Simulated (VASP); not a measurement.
# Ta (I4/mmm) in VASP: further runs

Ta is run at these levels: PBEsol; tasks: single point.

Everything below comes from runs of VASP 6.6.1. Logs are shortened: lines on timing, memory, paths and dates and some standing lists are left out, and cuts for length are marked.

## 1. The cell of the first run

Symmetry: I4/mmm, No. 139, tetragonal system. The conventional cell has a = 3.303 Å, b = 3.303 Å, c = 3.270 Å, α = 90.00°, β = 90.00°, γ = 90.00°. Ta (site symmetry 4/mmm) has 14 Ta at 2.85 to 3.30 Å within 3.8 Å.

## 2. Single point, PBEsol (zz strain of -1 %)

INCAR reads:

```
SYSTEM = Ta
ALGO = Normal
EDIFF = 1E-6
ENCUT = 520
GGA = PS
ISIF = 2
ISMEAR = -1
LASPH = .True.
LCHARG = .False.
LREAL = .False.
LWAVE = .False.
NBANDS = 12
NELM = 100
PREC = Accurate
SIGMA = 0.08
```

KPOINTS reads:

```
k-points
0
Gamma
  17 17 17
  0 0 0
```

POSCAR reads:

```
Ta
1.0
   -1.6512800000      1.6512800000      1.6347672000
    1.6512800000     -1.6512800000      1.6347672000
    1.6512800000      1.6512800000     -1.6347672000
Ta
1
Direct
    0.0000000000      0.0000000000      0.0000000000
```

Potentials or basis: VASP PAW PBE potentials, release 64 (Ta_pv).

The run is started by

```console
cat potpaw_PBE.64/Ta_pv/POTCAR > POTCAR
mpirun -np 1 vasp_std > vasp.out
```

OUTCAR:

```text
SYSTEM = Ta
   EDIFF = 1E-6
   ENCUT = 520
   GGA = PS
   ISIF = 2
   ISMEAR = -1
   LASPH = .True.
   LREAL = .False.
   NELM = 100
   PREC = Accurate

 ion  position               nearest neighbor table
   1  0.000  0.000  0.000-

  LATTYP: Found a body centered tetragonal cell.
 ALAT       =     3.3025600000
 C/A-ratio  =     0.9900000000

  Lattice vectors:

 A1 = (  -1.6512800000,   1.6512800000,   1.6347672000)
 A2 = (   1.6512800000,  -1.6512800000,   1.6347672000)
 A3 = (   1.6512800000,   1.6512800000,  -1.6347672000)

Analysis of symmetry for initial positions (statically):
=====================================================================
 Subroutine PRICEL returns:
 Original cell was already a primitive cell.

 Routine SETGRP: Setting up the symmetry group for a
 body centered tetragonal supercell.

 Subroutine GETGRP returns: Found 16 space group operations
 (whereof 16 operations were pure point group operations)
 out of a pool of 16 trial point group operations.

The static configuration has the point symmetry D_4h.

Analysis of symmetry for dynamics (positions and initial velocities):
=====================================================================
 Subroutine PRICEL returns:
 Original cell was already a primitive cell.

 Routine SETGRP: Setting up the symmetry group for a
 body centered tetragonal supercell.

 Subroutine GETGRP returns: Found 16 space group operations
 (whereof 16 operations were pure point group operations)
 out of a pool of 16 trial point group operations.

The dynamic configuration has the point symmetry D_4h.

 Subroutine INISYM returns: Found 16 space group operations
 (whereof 16 operations are pure point group operations),
 and found     1 'primitive' translations

----------------------------------------------------------------------------------------

                                     Primitive cell

  volume of cell :      17.8302

  direct lattice vectors                    reciprocal lattice vectors
    -1.651280000  1.651280000  1.634767200     0.000000000  0.302795407  0.305853947
     1.651280000 -1.651280000  1.634767200     0.302795407  0.000000000  0.305853947
     1.651280000  1.651280000 -1.634767200     0.302795407  0.302795407  0.000000000

  length of vectors
     2.850599073  2.850599073  2.850599073     0.430385519  0.430385519  0.428217371

  position of ions in fractional coordinates (direct lattice)
     0.000000000  0.000000000  0.000000000

  ion indices of the primitive-cell ions
   primitive index   ion index
                 1           1

----------------------------------------------------------------------------------------

 KPOINTS: k-points

Automatic generation of k-mesh.
 Grid dimensions read from file:
 generate k-points for:   17   17   17

 Generating k-lattice:

  Cartesian coordinates                     Fractional coordinates (reciprocal lattice)
     0.000000000  0.017811495  0.017991409     0.058823529  0.000000000 -0.000000000
     0.017811495  0.000000000  0.017991409     0.000000000  0.058823529 -0.000000000
     0.017811495  0.017811495  0.000000000     0.000000000  0.000000000  0.058823529

  Length of vectors
     0.025316795  0.025316795  0.025189257

  Shift w.r.t. Gamma in fractional coordinates (k-lattice)
     0.000000000  0.000000000  0.000000000

 Subroutine IBZKPT returns following result:
 ===========================================

 Found    405 irreducible k-points:

 Following reciprocal coordinates:
            Coordinates               Weight
  0.000000  0.000000  0.000000      1.000000
  0.058824  0.000000  0.000000      8.000000
  0.117647  0.000000  0.000000      8.000000
  0.176471 -0.000000  0.000000      8.000000
  0.235294  0.000000  0.000000      8.000000
  0.294118 -0.000000  0.000000      8.000000
[... 16 lines left out ...]
 -0.176471  0.058824 -0.000000     16.000000
 -0.117647  0.058824  0.000000     16.000000
 [... further k-points ...]
   k-points           NKPTS =    405   k-points in BZ     NKDIM =    405   number of bands    NBANDS=     12
   number of dos      NEDOS =    301   number of ions     NIONS =      1
   total plane-waves  NPLWV =  13824
   dimension x,y,z NGX =    24 NGY =   24 NGZ =   24
   dimension x,y,z NGXF=    48 NGYF=   48 NGZF=   48
   ions per type =               1
   NGX,Y,Z   is equivalent  to a cutoff of  14.00, 14.00, 14.00 a.u.
   NGXF,Y,Z  is equivalent  to a cutoff of  27.99, 27.99, 27.99 a.u.
 SYSTEM =  Ta
   PREC   = accura    normal or accurate (medium, high low for compatibility)
   ISTART =      0    job   : 0-new  1-cont  2-samecut
   ICHARG =      2    charge: 1-file 2-atom 10-const
   ISPIN  =      1    spin polarized calculation?
   LNONCOLLINEAR =      F non collinear calculations
   LSORBIT =      F    spin-orbit coupling
   LASPH  =      T    aspherical Exc in radial PAW
   ENCUT  =  520.0 eV  38.22 Ry    6.18 a.u.   5.30  5.30  5.30*2*pi/ulx,y,z
   NELM   =    100;   NELMIN=  2; NELMDL= -5     # of ELM steps
   EDIFF  = 0.1E-05   stopping-criterion for ELM
   LREAL  =      F    real-space projection
   EDIFFG = 0.1E-04   stopping-criterion for IOM
   NSW    =      0    number of steps for IOM
   IBRION =     -1    ionic relax: 0-MD 1-quasi-New 2-CG
   NFREE  =      0    steps in history (QN), initial steepest desc. (CG)
   ISIF   =      2    stress and relaxation
   ISYM   =      2    0-nonsym 1-usesym 2-fastsym
   POTIM  = 0.5000    time-step for ionic-motion
   TEBEG  =    0.0;   TEEND  =   0.0 temperature during run
   PSTRESS=    0.0 pullay stress
   NELECT =      11.0000    total number of electrons
   NUPDOWN=      -1.0000    fix difference up-down
   EMIN   =  10.00;   EMAX   =-10.00  energy-range for DOS
   EFERMI =   0.00;   METHOD = LEGACY
   ISMEAR =    -1;   SIGMA  =   0.08  broadening in eV -4-tet -1-fermi 0-gaus
   EFERMI_NEDOS =   21; number of points for ismear=-14 and -15
   IALGO  =     38    algorithm
   IMIX   =      4    mixing-type and parameters
     AMIX     =   0.40;   BMIX     =  1.00
     AMIX_MAG =   1.60;   BMIX_MAG =  1.00
  volume/ion in A,a.u.               =      17.83       120.32
  Fermi-wavevector in a.u.,A,eV,Ry     =   1.393649  2.633614 26.426002  1.942256
  Thomas-Fermi vector in A             =   2.517274
   LORBIT       =      0    0 simple, 1 ext, 2 COOP (PROOUT), +10 PAW based schemes
   GGA     = PS    functional components
   LHFCALC =     F    Hartree Fock is set to
   AEXX    =    0.0000 exact exchange contribution
   IVDW    =     0    specifies the selected vdW correction
   LEPSILON=     F    determine dielectric tensor
   LRPA    =     F    only Hartree local field effects (RPA)
 non-spin polarized calculation
  energy-cutoff  :      520.00
  volume of cell :       17.83
 maximum number of plane-waves:       491
 NGX is ok and might be reduce to    24
   NGX = 11   NGY = 11   NGZ = 11

 number of electron      11.0000002 magnetization

 Free energy of the ion-electron system (eV)
  ---------------------------------------------------
  ext. energy  EPLUGINS =         0.00000000
  ---------------------------------------------------
  free energy    TOTEN  =       -12.56451492 eV

  energy without entropy =      -12.53732056  energy(sigma->0) =      -12.55091774

 E-fermi :   5.4010     XC(G=0): -12.7802

 val. band max:        5.4005792091   @ k =  -0.2353  -0.2941   0.1176
 cond. band min:       5.4074433715   @ k =  -0.2353   0.4118   0.1176
 fundamental gap:      0.0068641624
 Fermi energy:         5.4010142553

 k-point     1 :       0.0000    0.0000    0.0000
  band No.  band energies     occupation
      1     -27.5829      2.00000
      2     -27.5829      2.00000
      3     -27.5807      2.00000
      4      -2.5656      2.00000
      5       6.0375      0.00070
      6       6.1668      0.00014
      7       6.1668      0.00014
      8       9.3382      0.00000
      9       9.5174      0.00000
     10      20.0994      0.00000
     11      20.4310      0.00000
     12      20.4310      0.00000

 k-point     2 :       0.0588    0.0000    0.0000
  band No.  band energies     occupation
      1     -27.6268      2.00000
      2     -27.5968      2.00000
      3     -27.5821      2.00000
      4      -2.4075      2.00000
      5       5.9841      0.00137
      6       6.1358      0.00021
      7       6.2705      0.00004
      8       9.2601      0.00000
      9       9.4283      0.00000
     10      20.0993      0.00000
     11      20.6412      0.00000
     12      20.7082      0.00000

 k-point     3 :       0.1176    0.0000    0.0000
  band No.  band energies     occupation
      1     -27.7541      2.00000
      2     -27.6364      2.00000
      3     -27.5833      2.00000
      4      -1.9522      2.00000
      5       5.7119      0.04022
      6       6.0036      0.00107
      7       6.7173      0.00000
      8       8.9593      0.00000
      9       9.4093      0.00000
     10      20.0986      0.00000
     11      21.0113      0.00000
     12      21.5085      0.00000
[... 286 lines left out ...]
 k-point    23 :      -0.1765    0.0588   -0.0000
  band No.  band energies     occupation
      1     -27.8700      2.00000
      2     -27.6584      2.00000
      3     -27.5980      2.00000
      4      -1.5268      2.00000
      5       5.5173      0.37895
      6       5.7635      0.02130
      7       7.2215      0.00000
      8       8.6600      0.00000
      9       9.5532      0.00000
     10      20.0978      0.00000
     11      21.2930      0.00000
     12      22.2046      0.00000

 k-point    24 :      -0.1176    0.0588    0.0000
  band No.  band energies     occupation
      1     -27.7149      2.00000
      2     -27.6102      2.00000
      3     -27.5931      2.00000
      4      -2.1036      2.00000
      5       5.8591      0.00650
      6       5.9625      0.00179
      7       6.6185      0.00000
      8       8.9329      0.00000
      9       9.5049      0.00000
     10      20.0988      0.00000
     11      20.8461      0.00000
     12      21.3937      0.00000

 [... further k-points ...]
[... 5 lines left out ...]
  --------------------------------------------------------------------------------------
  -------------------------------------------------------------------------------------
  Total       -0.2206588     -0.2206588     -0.0990304      0.0000000      0.0000000      0.0000000
  in kB      -19.8277943    -19.8277943     -8.8986060      0.0000000      0.0000000      0.0000000
  external PRESSURE =     -16.1847315 kB  Pullay stress =       0.0000000 kB

 VOLUME and BASIS-vectors are now :
 -----------------------------------------------------------------------------
  energy-cutoff  :      520.00
  volume of cell :       17.83
      direct lattice vectors                 reciprocal lattice vectors
    -1.651280000  1.651280000  1.634767200     0.000000000  0.302795407  0.305853947
     1.651280000 -1.651280000  1.634767200     0.302795407  0.000000000  0.305853947
     1.651280000  1.651280000 -1.634767200     0.302795407  0.302795407  0.000000000

 POSITION                                       TOTAL-FORCE (eV/Angst)
 -----------------------------------------------------------------------------------
      0.00000      0.00000      0.00000         0.000000      0.000000      0.000000
 -----------------------------------------------------------------------------------
    total drift:                                0.000000      0.000000      0.000000

  FREE ENERGIE OF THE ION-ELECTRON SYSTEM (eV)
  ---------------------------------------------------
  free  energy   TOTEN  =       -12.5645149201 eV

  energy  without entropy=      -12.5373205586  energy(sigma->0) =      -12.55091774
```

Run time: 35 s. Hardware: 1 thread of Intel Xeon Platinum 8488C (Sapphire Rapids), shared host; peak memory 0.2 GiB.

What came out:

```
Free energy : -12.5645 eV
Pressure    : -1.6 GPa
```

Levels at points of the mesh, in eV from the Fermi level:
```tsv
k point	band 4	band 5	band 6	band 7	band 8	band 9
(0.00, 0.00, 0.00)	-7.97	0.64	0.77	0.77	3.94	4.12
```

Caveat: the cell differs from its parent crystal (zz strain of -1 %); the PAW data sets were made with another functional, which shifts forces and pressure a little; spin-orbit coupling is left out, which moves the levels of the heavy elements.

## 3. Single point, PBEsol (zz strain of +1 %)

INCAR reads:

```
ALGO     = Normal         # electronic algorithm
EDIFF    = 1E-7           # SCF threshold, eV
ENCUT    = 520            # plane-wave cutoff, eV
GGA      = PS             # functional
ISIF     = 2              # what is computed and relaxed
ISMEAR   = -1             # smearing method
LASPH    = True           # aspherical terms in the spheres
LCHARG   = True           # write CHGCAR
LELF     = True           # ELF
LREAL    = False          # projectors in reciprocal space
LVHAR    = True         
LWAVE    = False          # write WAVECAR
NBANDS   = 12             # bands
NELM     = 100            # most SCF steps
PREC     = Accurate       # precision mode
SIGMA    = 0.08           # smearing width, eV
```

KPOINTS reads:

```
k-points
0
Gamma
  17 17 17
```

POSCAR reads:

```
Ta
1.0
   -1.6512800000      1.6512800000      1.6677928000
    1.6512800000     -1.6512800000      1.6677928000
    1.6512800000      1.6512800000     -1.6677928000
Ta
1
Direct
    0.0000000000      0.0000000000      0.0000000000
```

Potentials or basis: VASP PAW PBE potentials, release 64 (Ta_pv).

The run is started by

```console
cat potpaw_PBE.64/Ta_pv/POTCAR > POTCAR
mpirun -np 1 vasp_std > vasp.out
```

Wall time 38 s (1 thread of Intel Xeon Platinum 8488C (Sapphire Rapids), shared host); peak memory 0.2 GiB.

Results (log left out):

```yaml
Free_energy: -12.5565 eV
Pressure: -5.5 GPa
```

Stress tensor (GPa, compression positive):
```
-5.21  0.00  0.00
 0.00 -5.21  0.00
 0.00  0.00 -6.21
```

Levels at points of the mesh, in eV from the Fermi level:
```tsv
k point	band 3	band 4	band 5	band 6	band 7	band 8	band 9	band 10
(0.00, 0.00, 0.00)	-33.07	-7.89	0.68	0.68	0.80	3.87	4.04	14.87
```

Caveat: the cell differs from its parent crystal (zz strain of +1 %); the PAW data sets were made with another functional, which shifts forces and pressure a little; spin-orbit coupling is left out, which moves the levels of the heavy elements.

[end of part 1 of 2]
